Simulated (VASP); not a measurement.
# Ta3Ag (P6_3/mmc) in VASP: a series of runs

Runs on Ta3Ag. Level: PBE. Tasks: single point, relaxation of cell and atoms.

Everything below comes from runs of VASP 6.6.1. Logs are shortened: lines on timing, memory, paths and dates and some standing lists are left out, and cuts for length are marked.

## Step 1: The cell of the first run

The structure is hexagonal, space group P6_3/mmc (No. 194). The conventional cell has a = 5.865 Å, b = 5.865 Å, c = 4.864 Å, α = 90.00°, β = 90.00°, γ = 120.00°. Ta (site symmetry mm2) has 8 Ta at 2.89 to 2.98 Å and 4 Ag at 2.93 to 2.98 Å within 3.8 Å. Within 3.9 Å of Ag (site symmetry -6m2) lie 12 Ta at 2.93 to 2.98 Å.

## Step 2: Single point, PBE

File INCAR:

```
PREC = Accurate ; ENCUT = 520
EDIFF = 1E-7 ; ISMEAR = 0
SIGMA = 0.1 ; LREAL = F
LASPH = T ; NELM = 80
ALGO = Fast ; ISIF = 2
LWAVE = F ; LCHARG = T
GGA = PE ; LELF = T
LVHAR = T ; NBANDS = 54
```

File KPOINTS:

```
regular mesh
0
Gamma
  6 6 8
```

File POSCAR:

```
Ta3Ag
1.0
    5.8650565716      0.0000000000      0.0000000000
   -2.9325282858      5.0792879856      0.0000000000
    0.0000000000      0.0000000000      4.8635920489
Ta Ag
6 2
Direct
    0.8359139058      0.6718278117      0.2500000000
    0.1640860942      0.8359139058      0.7500000000
    0.3281721883      0.1640860942      0.2500000000
    0.1640860942      0.3281721883      0.7500000000
    0.8359139058      0.1640860942      0.2500000000
    0.6718278117      0.8359139058      0.7500000000
    0.3333333333      0.6666666667      0.2500000000
    0.6666666667      0.3333333333      0.7500000000
```

Potentials or basis: VASP PAW PBE potentials, release 64 (Ta_pv, Ag).

Command:

```
$ cat potpaw_PBE.64/Ta_pv/POTCAR potpaw_PBE.64/Ag/POTCAR > POTCAR
$ mpirun -np 1 vasp_std > vasp.out
```

OUTCAR:

```text
PREC = Accurate
   ENCUT = 520
   EDIFF = 1E-7
   ISMEAR = 0
   LREAL = F
   LASPH = T
   NELM = 80
   ISIF = 2
   GGA = PE

 ion  position               nearest neighbor table
   1  0.836  0.672  0.250-   3 2.89   5 2.89   7 2.93   7 2.93   6 2.95   6 2.95   2 2.95   2 2.95
                             5 2.98   3 2.98   8 2.98   8 2.98
   2  0.164  0.836  0.750-   4 2.89   6 2.89   8 2.93   8 2.93   3 2.95   3 2.95   1 2.95   1 2.95
                             4 2.98   6 2.98   7 2.98   7 2.98
   3  0.328  0.164  0.250-   1 2.89   5 2.89   7 2.93   7 2.93   4 2.95   4 2.95   2 2.95   2 2.95
                             1 2.98   5 2.98   8 2.98   8 2.98
   4  0.164  0.328  0.750-   2 2.89   6 2.89   8 2.93   8 2.93   3 2.95   3 2.95   5 2.95   5 2.95
                             2 2.98   6 2.98   7 2.98   7 2.98
   5  0.836  0.164  0.250-   1 2.89   3 2.89   7 2.93   7 2.93   6 2.95   6 2.95   4 2.95   4 2.95
                             1 2.98   3 2.98   8 2.98   8 2.98
   6  0.672  0.836  0.750-   4 2.89   2 2.89   8 2.93   8 2.93   1 2.95   1 2.95   5 2.95   5 2.95
                             4 2.98   2 2.98   7 2.98   7 2.98
   7  0.333  0.667  0.250-   5 2.93   3 2.93   3 2.93   5 2.93   1 2.93   1 2.93   2 2.98   2 2.98
                             4 2.98   4 2.98   6 2.98   6 2.98
   8  0.667  0.333  0.750-   2 2.93   6 2.93   6 2.93   2 2.93   4 2.93   4 2.93   5 2.98   5 2.98
                             1 2.98   1 2.98   3 2.98   3 2.98

  LATTYP: Found a hexagonal cell.
 ALAT       =     5.8650565716
 C/A-ratio  =     0.8292489577

  Lattice vectors:

 A1 = (   5.8650565716,   0.0000000000,   0.0000000000)
 A2 = (  -2.9325282858,   5.0792879856,   0.0000000000)
 A3 = (   0.0000000000,   0.0000000000,   4.8635920489)

Analysis of symmetry for initial positions (statically):
=====================================================================
 Subroutine PRICEL returns:
 Original cell was already a primitive cell.

 Routine SETGRP: Setting up the symmetry group for a
 hexagonal supercell.

 Subroutine GETGRP returns: Found 24 space group operations
 (whereof 12 operations were pure point group operations)
 out of a pool of 24 trial point group operations.

The static configuration has the point symmetry D_3d.
 The point group associated with its full space group is D_6h.

Analysis of symmetry for dynamics (positions and initial velocities):
=====================================================================
 Subroutine PRICEL returns:
 Original cell was already a primitive cell.

 Routine SETGRP: Setting up the symmetry group for a
 hexagonal supercell.

 Subroutine GETGRP returns: Found 24 space group operations
[... 126 lines left out ...]
   PSTRESS=    0.0 pullay stress
   NELECT =      88.0000    total number of electrons
   NUPDOWN=      -1.0000    fix difference up-down
   EMIN   =  10.00;   EMAX   =-10.00  energy-range for DOS
   EFERMI =   0.00;   METHOD = LEGACY
   ISMEAR =     0;   SIGMA  =   0.10  broadening in eV -4-tet -1-fermi 0-gaus
   EFERMI_NEDOS =   21; number of points for ismear=-14 and -15
   IALGO  =     68    algorithm
   IMIX   =      4    mixing-type and parameters
     AMIX     =   0.40;   BMIX     =  1.00
     AMIX_MAG =   1.60;   BMIX_MAG =  1.00
  volume/ion in A,a.u.               =      18.11       122.22
  Fermi-wavevector in a.u.,A,eV,Ry     =   1.386410  2.619935 26.152200  1.922132
  Thomas-Fermi vector in A             =   2.510728
   LORBIT       =      0    0 simple, 1 ext, 2 COOP (PROOUT), +10 PAW based schemes
   GGA     = PE    functional components
   LHFCALC =     F    Hartree Fock is set to
   AEXX    =    0.0000 exact exchange contribution
   IVDW    =     0    specifies the selected vdW correction
   LEPSILON=     F    determine dielectric tensor
   LRPA    =     F    only Hartree local field effects (RPA)
 non-spin polarized calculation
 RMM-DIIS sequential band-by-band and
 Gauss-broadening in eV      SIGMA  =   0.10
  energy-cutoff  :      520.00
  volume of cell :      144.89
 maximum number of plane-waves:      3936
 NGX is ok and might be reduce to    48
   NGX = 21   NGY = 21   NGZ = 19

 number of electron      88.0000003 magnetization

 Free energy of the ion-electron system (eV)
  ---------------------------------------------------
  ext. energy  EPLUGINS =         0.00000000
  ---------------------------------------------------
  free energy    TOTEN  =       -73.86762763 eV

  energy without entropy =      -73.82851323  energy(sigma->0) =      -73.84807043

 E-fermi :   6.4968     XC(G=0): -12.4451

 val. band max:        6.4778344081   @ k =   0.3333   0.0000   0.5000
 cond. band min:       6.5041288274   @ k =   0.3333   0.3333   0.3750
 fundamental gap:      0.0262944193
 Fermi energy:         6.4968362970

 k-point     1 :       0.0000    0.0000    0.0000
  band No.  band energies     occupation
      1     -28.2781      2.00000
      2     -28.1613      2.00000
      3     -28.0992      2.00000
      4     -27.9625      2.00000
      5     -27.9625      2.00000
      6     -27.9093      2.00000
[... 1357 lines left out ...]
     53       9.1937      0.00000
     54       9.3655      0.00000

 [... further k-points ...]

------------------------ aborting loop because EDIFF is reached ----------------------------------------

  FORCE on cell =-STRESS in cart. coord.  units (eV):
  Direction    XX          YY          ZZ          XY          YZ          ZX
  --------------------------------------------------------------------------------------
  -------------------------------------------------------------------------------------
  Total       -0.0058079     -0.0058079     -0.0188931      0.0000000      0.0000000      0.0000000
  in kB       -0.0642241     -0.0642241     -0.2089209      0.0000000      0.0000000      0.0000000
  external PRESSURE =      -0.1124563 kB  Pullay stress =       0.0000000 kB

 VOLUME and BASIS-vectors are now :
 -----------------------------------------------------------------------------
  energy-cutoff  :      520.00
  volume of cell :      144.89
      direct lattice vectors                 reciprocal lattice vectors
     5.865056572  0.000000000  0.000000000     0.170501339  0.098438994  0.000000000
    -2.932528286  5.079287986  0.000000000     0.000000000  0.196877988  0.000000000
     0.000000000  0.000000000  4.863592049     0.000000000  0.000000000  0.205609350

 POSITION                                       TOTAL-FORCE (eV/Angst)
 -----------------------------------------------------------------------------------
      2.93253      3.41241      1.21590         0.000000      0.005043      0.000000
     -1.48897      4.24585      3.64769        -0.004367      0.002521      0.000000
      1.44356      0.83344      1.21590        -0.004367     -0.002521     -0.000000
      0.00000      1.66688      3.64769         0.000000     -0.005043     -0.000000
      4.42150      0.83344      1.21590         0.004367     -0.002521     -0.000000
      1.48897      4.24585      3.64769         0.004367      0.002521     -0.000000
     -0.00000      3.38619      1.21590         0.000000     -0.000000      0.000000
      2.93253      1.69310      3.64769         0.000000     -0.000000      0.000000
 -----------------------------------------------------------------------------------
    total drift:                               -0.000000      0.000000     -0.000000

  FREE ENERGIE OF THE ION-ELECTRON SYSTEM (eV)
  ---------------------------------------------------
  free  energy   TOTEN  =       -73.8676276270 eV

  energy  without entropy=      -73.8285132345  energy(sigma->0) =      -73.84807043
```

Wall time 6.5 min (1 thread of AMD EPYC 7R43 (Zen 3), shared host); peak memory 0.37 GiB.

Results:

| Item | Value |
| --- | --- |
| Free energy | -73.8676 eV |
| Pressure | 0.0 GPa |
| Largest force | 0.005 eV/Å |
| Band gap on the k mesh | zero (bands 44 and 45 overlap by 0.84 eV) |

Forces on the atoms (eV/Å):
```
Ta   0.000  0.005  0.000
Ta  -0.004  0.003  0.000
Ta  -0.004 -0.003  0.000
Ta   0.000 -0.005  0.000
Ta   0.004 -0.003  0.000
Ta   0.004  0.003  0.000
Ag   0.000  0.000  0.000
Ag   0.000  0.000  0.000
```

Caveat: spin-orbit coupling is left out, which moves the levels of the heavy elements.

## Step 3: Relaxation of cell and atoms, PBE

This run uses another cell than the first one, of 17.65 Å³/atom.

File INCAR:

```
SYSTEM = Ta3Ag
PREC     = Accurate       ! precision mode
ENCUT    = 600            ! plane-wave cutoff, eV
EDIFF    = 1E-6           ! SCF threshold, eV
ISMEAR   = 0              ! smearing method
SIGMA    = 0.1            ! smearing width, eV
LREAL    = .FALSE.        ! projectors in reciprocal space
LASPH    = .TRUE.         ! aspherical terms in the spheres
NELM     = 60             ! most SCF steps
ALGO     = Fast           ! electronic algorithm
ISIF     = 3              ! what is computed and relaxed
LWAVE    = .FALSE.        ! write WAVECAR
LCHARG   = .FALSE.        ! write CHGCAR
GGA      = PE             ! functional
IBRION   = 2              ! ionic algorithm
NSW      = 90             ! ionic steps
EDIFFG   = -0.04          ! ionic threshold
```

File KPOINTS:

```
Automatic mesh
0
G
  3 3 4
  0 0 0
```

File POSCAR:

```
Ta3Ag
1.0
    5.8778905361      0.0000000000      0.0000000000
   -2.9389452681      5.0904025250      0.0000000000
    0.0000000000      0.0000000000      4.7179140686
Ta Ag
6 2
Direct
    0.8330000000      0.6660000000      0.2500000000
    0.1670000000      0.8330000000      0.7500000000
    0.3340000000      0.1670000000      0.2500000000
    0.1670000000      0.3340000000      0.7500000000
    0.8330000000      0.1670000000      0.2500000000
    0.6660000000      0.8330000000      0.7500000000
    0.3333333333      0.6666666667      0.2500000000
    0.6666666667      0.3333333333      0.7500000000
```

Potentials or basis: VASP PAW PBE potentials, release 64 (Ta_pv, Ag).

Command:

```
$ cat potpaw_PBE.64/Ta_pv/POTCAR potpaw_PBE.64/Ag/POTCAR > POTCAR
$ mpirun -np 1 vasp_std > vasp.out
```

Wall time 7.3 min (1 thread of AMD EPYC 7R43 (Zen 3), shared host); peak memory 0.31 GiB.

It converged, with:

```yaml
Free_energy: -73.8018 eV
Relaxed_volume: 18.08 Å³/atom
Relaxed_cell: a = 5.876 Å, b = 5.876 Å, c = 4.838 Å, α = 90.00°, β = 90.00°, γ = 120.00°
Space_group_after_relaxing_to_0.1_Å: P6_3/mmc (No. 194)
Energy_gained_by_relaxing: 11.6 meV/atom
Ionic_steps: 6
Pressure_after_relaxing: 0.3 GPa
Largest_force_after_relaxing: 0.031 eV/Å
Band_gap_on_the_k_mesh: zero (bands 44 and 45 overlap by 0.64 eV)
```

Forces on the atoms (eV/Å):
```
Ta   0.000  0.031  0.000
Ta  -0.027  0.016  0.000
Ta  -0.027 -0.016  0.000
Ta   0.000 -0.031  0.000
Ta   0.027 -0.016  0.000
Ta   0.027  0.016  0.000
Ag   0.000  0.000  0.000
Ag   0.000  0.000  0.000
```

Stress tensor (GPa, compression positive):
```
0.31 0.00 0.00
0.00 0.31 0.00
0.00 0.00 0.22
```

The path:
| step | energy change (eV) | largest force (eV/Å) | pressure (GPa) | volume (Å³) |
| --- | --- | --- | --- | --- |
| 1 | 0.0000 | 0.2735 | 4.68 | 141.16 |
| 2 | 0.0988 | 0.2344 | -7.81 | 151.95 |
| 3 | -0.0669 | 0.2292 | -0.62 | 145.23 |
| 4 | -0.0869 | 0.1146 | -0.14 | 144.91 |
| 5 | -0.0912 | 0.0265 | 0.53 | 144.50 |
| 6 | -0.0925 | 0.0313 | 0.28 | 144.65 |

Final structure:
```xyz
8
Lattice="5.8759 0.0000 0.0000 -2.9379 5.0886 0.0000 0.0000 0.0000 4.8376" Properties=species:S:1:pos:R:3 pbc="T T T"
Ta    2.9379    3.4138    1.2094
Ta   -1.4874    4.2512    3.6282
Ta    1.4505    0.8374    1.2094
Ta    0.0000    1.6749    3.6282
Ta    4.4254    0.8374    1.2094
Ta    1.4874    4.2512    3.6282
Ag    0.0000    3.3924    1.2094
Ag    2.9379    1.6962    3.6282
```

Levels at points of the mesh, in eV from the Fermi level:
```tsv
k point	band 41	band 42	band 43	band 44	band 45	band 46
(0.00, 0.00, 0.00)	-0.57	-0.41	-0.22	0.19	0.19	0.23
(0.00, 0.00, 0.50)	-1.02	-1.02	0.39	0.39	1.01	1.01
```

Caveat: the k points lie up to 0.41 Å⁻¹ apart in the final cell, too coarse for converged energies and pressures of a metal; spin-orbit coupling is left out, which moves the levels of the heavy elements.
